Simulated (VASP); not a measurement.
# WS2 in VASP: single point with PBE

Aim: the single point of WS2 with PBE.

Program: VASP 6.6.1. These are calculated values, not measurements. Logs are shortened: lines on timing, memory, paths and dates and some standing lists are left out, and cuts for length are marked.

**1. The cell of the first run**

The typed cell holds 12 atoms: a = 3.186 Å, b = 5.519 Å, c = 15.187 Å, α = 92.61°, β = 89.77°, γ = 90.01°.

**2. Single point, PBE**

Input file INCAR:

```
PREC = Accurate
ENCUT = 520
EDIFF = 1E-6
ISMEAR = 0
SIGMA = 0.1
LREAL = False
LASPH = True
NELM = 60
ALGO = Normal
ISIF = 2
LWAVE = False
LCHARG = False
GGA = PE
NBANDS = 64
```

Input file KPOINTS:

```
Automatic mesh
0
Gamma
  4 4 1
```

Input file POSCAR:

```
WS2
1.0
    1.5935959178     -2.7593482915     -0.0075459210
   -4.7788311181     -2.7588358707      0.1279286402
    0.3069305238      0.1487983952    -15.1831824183
W S
4 8
Direct
    0.4878660778      0.8432210499      0.7479413940
    0.9878424967      0.3432362959      0.7479442590
    1.0121239342      0.6567518782      0.2520459949
    0.5121365039      0.1567915436      0.2520555914
    0.5102374159      0.8362141176      0.3555842685
    1.0102544820      0.3362148380      0.3555842696
    0.9858136238      0.6897362971      0.8514649347
    0.4858157622      0.1897618591      0.8514784647
    0.5141710706      0.8102485161      0.1485366914
    1.0141321631      0.3102378194      0.1485313097
    0.9898103998      0.6637912665      0.6444200438
    0.4897960698      0.1637945185      0.6444127785
```

Potentials or basis: VASP PAW PBE potentials, release 64 (W_sv, S).

The run is started by

```console
$ cat potpaw_PBE.64/W_sv/POTCAR potpaw_PBE.64/S/POTCAR > POTCAR
$ mpirun -np 1 vasp_std > vasp.out
```

OUTCAR:

```text
PREC = Accurate
   ENCUT = 520
   EDIFF = 1E-6
   ISMEAR = 0
   LREAL = False
   LASPH = True
   NELM = 60
   ISIF = 2
   GGA = PE

 ion  position               nearest neighbor table
   1  0.488  0.843  0.748-  11 2.42   7 2.42  11 2.42   7 2.42  12 2.42   8 2.42   2 3.19   2 3.19
                             2 3.19   2 3.19
   2  0.988  0.343  0.748-  12 2.42   8 2.42   8 2.42  12 2.42   7 2.42  11 2.42   1 3.19   1 3.19
                             1 3.19   1 3.19
   3  0.012  0.657  0.252-   9 2.42   9 2.42   5 2.42   5 2.42  10 2.42   6 2.42   4 3.19   4 3.19
                             4 3.19   4 3.19
   4  0.512  0.157  0.252-  10 2.42   6 2.42  10 2.42   6 2.42   9 2.42   5 2.42   3 3.19   3 3.19
                             3 3.19   3 3.19
   5  0.510  0.836  0.356-   3 2.42   3 2.42   4 2.42
   6  0.010  0.336  0.356-   4 2.42   4 2.42   3 2.42
   7  0.986  0.690  0.851-   1 2.42   1 2.42   2 2.42
   8  0.486  0.190  0.851-   2 2.42   2 2.42   1 2.42
   9  0.514  0.810  0.149-   3 2.42   3 2.42   4 2.42
  10  0.014  0.310  0.149-   4 2.42   4 2.42   3 2.42
  11  0.990  0.664  0.644-   1 2.42   1 2.42   2 2.42
  12  0.490  0.164  0.644-   2 2.42   2 2.42   1 2.42

  LATTYP: Found a triclinic cell.
 ALAT       =    15.1870133883
 B/A-ratio  =     0.3634348431
 C/A-ratio  =     0.2098156206
 COS(alpha) =     0.0002218627
 COS(beta)  =     0.0039904060
 COS(gamma) =     0.0455671118

  Lattice vectors:

 A1 = (   0.3069305238,   0.1487983952, -15.1831824183)
 A2 = (   4.7788311181,   2.7588358707,  -0.1279286402)
 A3 = (   1.5935959178,  -2.7593482915,  -0.0075459210)

Analysis of symmetry for initial positions (statically):
=====================================================================
 Subroutine PRICEL returns:
 Original cell was already a primitive cell.

 Routine SETGRP: Setting up the symmetry group for a
 triclinic supercell.

 Subroutine GETGRP returns: Found  1 space group operations
 (whereof  1 operations were pure point group operations)
 out of a pool of  2 trial point group operations.

The static configuration has the point symmetry C_1 .

Analysis of symmetry for dynamics (positions and initial velocities):
=====================================================================
 Subroutine PRICEL returns:
 Original cell was already a primitive cell.

 Routine SETGRP: Setting up the symmetry group for a
 triclinic supercell.

 Subroutine GETGRP returns: Found  1 space group operations
 (whereof  1 operations were pure point group operations)
 out of a pool of  2 trial point group operations.

The dynamic configuration has the point symmetry C_1 .

 Subroutine INISYM returns: Found  1 space group operations
 (whereof  1 operations are pure point group operations),
 and found     1 'primitive' translations

----------------------------------------------------------------------------------------

                                     Primitive cell

  volume of cell :     266.8251

  direct lattice vectors                    reciprocal lattice vectors
     1.593595918 -2.759348291 -0.007545921     0.156915037 -0.271783260  0.000508530
    -4.778831118 -2.758835871  0.127928640    -0.157019745 -0.090671905 -0.004062784
     0.306930524  0.148798395-15.183182418    -0.001400984 -0.000628898 -0.065896830

  length of vectors
     3.186472640  5.519489827 15.187013388     0.313829138  0.181364552  0.065914721

  position of ions in fractional coordinates (direct lattice)
     0.487866078  0.843221050  0.747941394
     0.987842497  0.343236296  0.747944259
     0.012123934  0.656751878  0.252045995
     0.512136504  0.156791544  0.252055591
     0.510237416  0.836214118  0.355584269
     0.010254482  0.336214838  0.355584270
     0.985813624  0.689736297  0.851464935
     0.485815762  0.189761859  0.851478465
     0.514171071  0.810248516  0.148536691
     0.014132163  0.310237819  0.148531310
     0.989810400  0.663791266  0.644420044
     0.489796070  0.163794518  0.644412778

  ion indices of the primitive-cell ions
   primitive index   ion index
                 1           1
                 2           2
                 3           3
                 4           4
                 5           5
                 6           6
                 7           7
                 8           8
                 9           9
                10          10
                11          11
                12          12

----------------------------------------------------------------------------------------

 KPOINTS: Automatic mesh

Automatic generation of k-mesh.
 Grid dimensions read from file:
 generate k-points for:    4    4    1

 Generating k-lattice:

  Cartesian coordinates                     Fractional coordinates (reciprocal lattice)
     0.039228759 -0.067945815  0.000127132     0.250000000  0.000000000 -0.000000000
    -0.039254936 -0.022667976 -0.001015696    -0.000000000  0.250000000  0.000000000
    -0.001400984 -0.000628898 -0.065896830    -0.000000000  0.000000000  1.000000000

  Length of vectors
     0.078457285  0.045341138  0.065914721

  Shift w.r.t. Gamma in fractional coordinates (k-lattice)
     0.000000000  0.000000000  0.000000000

 Subroutine IBZKPT returns following result:
 ===========================================

 Found     10 irreducible k-points:

 Following reciprocal coordinates:
            Coordinates               Weight
  0.000000  0.000000  0.000000      1.000000
  0.250000 -0.000000  0.000000      2.000000
  0.500000 -0.000000  0.000000      1.000000
 -0.000000  0.250000 -0.000000      2.000000
  0.250000  0.250000  0.000000      2.000000
  0.500000  0.250000  0.000000      2.000000
 -0.250000  0.250000 -0.000000      2.000000
 -0.000000  0.500000 -0.000000      1.000000
  0.250000  0.500000 -0.000000      2.000000
  0.500000  0.500000  0.000000      1.000000
   k-points           NKPTS =     10   k-points in BZ     NKDIM =     10   number of bands    NBANDS=     64
   number of dos      NEDOS =    301   number of ions     NIONS =     12
   total plane-waves  NPLWV = 120960
   dimension x,y,z NGX =    24 NGY =   42 NGZ =  120
   dimension x,y,z NGXF=    48 NGYF=   84 NGZF=  240
   ions per type =               4   8
   NGX,Y,Z   is equivalent  to a cutoff of  12.52, 12.65, 13.14 a.u.
   NGXF,Y,Z  is equivalent  to a cutoff of  25.04, 25.30, 26.27 a.u.
 SYSTEM =  unknown system
   PREC   = accura    normal or accurate (medium, high low for compatibility)
   ISTART =      0    job   : 0-new  1-cont  2-samecut
   ICHARG =      2    charge: 1-file 2-atom 10-const
   ISPIN  =      1    spin polarized calculation?
   LNONCOLLINEAR =      F non collinear calculations
   LSORBIT =      F    spin-orbit coupling
   LASPH  =      T    aspherical Exc in radial PAW
   ENCUT  =  520.0 eV  38.22 Ry    6.18 a.u.   5.92 10.26 28.24*2*pi/ulx,y,z
   NELM   =     60;   NELMIN=  2; NELMDL= -5     # of ELM steps
   EDIFF  = 0.1E-05   stopping-criterion for ELM
   LREAL  =      F    real-space projection
   EDIFFG = 0.1E-04   stopping-criterion for IOM
   NSW    =      0    number of steps for IOM
   IBRION =     -1    ionic relax: 0-MD 1-quasi-New 2-CG
   NFREE  =      0    steps in history (QN), initial steepest desc. (CG)
   ISIF   =      2    stress and relaxation
   ISYM   =      2    0-nonsym 1-usesym 2-fastsym
   POTIM  = 0.5000    time-step for ionic-motion
   TEBEG  =    0.0;   TEEND  =   0.0 temperature during run
   PSTRESS=    0.0 pullay stress
   NELECT =     104.0000    total number of electrons
   NUPDOWN=      -1.0000    fix difference up-down
   EMIN   =  10.00;   EMAX   =-10.00  energy-range for DOS
   EFERMI =   0.00;   METHOD = LEGACY
   ISMEAR =     0;   SIGMA  =   0.10  broadening in eV -4-tet -1-fermi 0-gaus
   EFERMI_NEDOS =   21; number of points for ismear=-14 and -15
   IALGO  =     38    algorithm
   IMIX   =      4    mixing-type and parameters
     AMIX     =   0.40;   BMIX     =  1.00
     AMIX_MAG =   1.60;   BMIX_MAG =  1.00
  volume/ion in A,a.u.               =      22.24       150.05
  Fermi-wavevector in a.u.,A,eV,Ry     =   1.195851  2.259831 19.457140  1.430059
  Thomas-Fermi vector in A             =   2.331806
   LORBIT       =      0    0 simple, 1 ext, 2 COOP (PROOUT), +10 PAW based schemes
   GGA     = PE    functional components
   LHFCALC =     F    Hartree Fock is set to
   AEXX    =    0.0000 exact exchange contribution
   IVDW    =     0    specifies the selected vdW correction
   LEPSILON=     F    determine dielectric tensor
   LRPA    =     F    only Hartree local field effects (RPA)
 non-spin polarized calculation
 Gauss-broadening in eV      SIGMA  =   0.10
  energy-cutoff  :      520.00
  volume of cell :      266.83
 maximum number of plane-waves:      7218
   NGX = 11   NGY = 21   NGZ = 57

 number of electron     104.0000011 magnetization

 Free energy of the ion-electron system (eV)
  ---------------------------------------------------
  ext. energy  EPLUGINS =         0.00000000
  ---------------------------------------------------
  free energy    TOTEN  =       -94.79519319 eV

  energy without entropy =      -94.79519319  energy(sigma->0) =      -94.79519319

 E-fermi :   4.9683     XC(G=0):  -9.3537

 val. band max:        4.4584301144   @ k =   0.0000   0.0000   0.0000
 cond. band min:       6.3373325839   @ k =   0.2500  -0.0000   0.0000
 fundamental gap:      1.8789024695
 Fermi energy:         4.9682618313

 k-point     1 :       0.0000    0.0000    0.0000
  band No.  band energies     occupation
      1     -69.7183      2.00000
      2     -69.7182      2.00000
      3     -69.7019      2.00000
      4     -69.7019      2.00000
      5     -34.1323      2.00000
      6     -34.1322      2.00000
[... 659 lines left out ...]
     63       8.4672      0.00000
     64       8.4773      0.00000

------------------------ aborting loop because EDIFF is reached ----------------------------------------

  FORCE on cell =-STRESS in cart. coord.  units (eV):
  Direction    XX          YY          ZZ          XY          YZ          ZX
  --------------------------------------------------------------------------------------
  -------------------------------------------------------------------------------------
  Total        0.0205425      0.0239657     -0.0721450      0.0467261      0.0040958      0.0017950
  in kB        0.1233493      0.1439046     -0.4332016      0.2805712      0.0245935      0.0107781
  external PRESSURE =      -0.0553159 kB  Pullay stress =       0.0000000 kB

 VOLUME and BASIS-vectors are now :
 -----------------------------------------------------------------------------
  energy-cutoff  :      520.00
  volume of cell :      266.83
      direct lattice vectors                 reciprocal lattice vectors
     1.593595918 -2.759348291 -0.007545921     0.156915037 -0.271783260  0.000508530
    -4.778831118 -2.758835871  0.127928640    -0.157019745 -0.090671905 -0.004062784
     0.306930524  0.148798395-15.183182418    -0.001400984 -0.000628898 -0.065896830

 POSITION                                       TOTAL-FORCE (eV/Angst)
 -----------------------------------------------------------------------------------
     -3.02258     -3.56121    -11.25194         0.001241      0.003197     -0.001908
      0.16352     -3.56144    -11.31972         0.006078      0.004096     -0.000495
     -3.04183     -1.80782     -3.74293        -0.004744     -0.006992     -0.005189
      0.14422     -1.80822     -3.81081        -0.000837     -0.002885     -0.001609
     -3.07387     -3.66199     -5.29578         0.001813      0.003128      0.000661
     -1.48123     -0.90295     -5.35597         0.000695      0.002879     -0.001326
     -1.46380     -4.49638    -12.84715        -0.002380     -0.003600     -0.003163
      0.12870     -1.73736    -12.90754        -0.000899     -0.001941      0.000439
     -3.00707     -3.63202     -2.15549         0.000988      0.002788      0.004604
     -1.41446     -0.87279     -2.21560         0.002032      0.001417      0.004326
     -1.39700     -4.46663     -9.70690        -0.001900     -0.001044      0.003197
      0.19558     -1.70751     -9.76698        -0.002087     -0.001043      0.000463
 -----------------------------------------------------------------------------------
    total drift:                               -0.000025     -0.000008     -0.000005

  FREE ENERGIE OF THE ION-ELECTRON SYSTEM (eV)
  ---------------------------------------------------
  free  energy   TOTEN  =       -94.7951931859 eV

  energy  without entropy=      -94.7951931859  energy(sigma->0) =      -94.79519319
```

Run time: 2.3 min. Hardware: 1 thread of AMD EPYC 9R45 (Zen 5), shared host; peak memory 0.36 GiB.

What came out:

```yaml
Free_energy: -94.7952 eV
Pressure: 0.0 GPa
Largest_force: 0.010 eV/Å
Band_gap_on_the_k_mesh: 1.88 eV
```

Forces on the atoms (eV/Å):
```
W    0.001  0.003 -0.002
W    0.006  0.004  0.000
W   -0.005 -0.007 -0.005
W   -0.001 -0.003 -0.002
S    0.002  0.003  0.001
S    0.001  0.003 -0.001
S   -0.002 -0.004 -0.003
S   -0.001 -0.002  0.000
S    0.001  0.003  0.005
S    0.002  0.001  0.004
S   -0.002 -0.001  0.003
S   -0.002 -0.001  0.000
```

Caveat: the k points lie up to 0.49 Å⁻¹ apart; spin-orbit coupling is left out, which moves the levels of the heavy elements. A k mesh can miss the band edges.
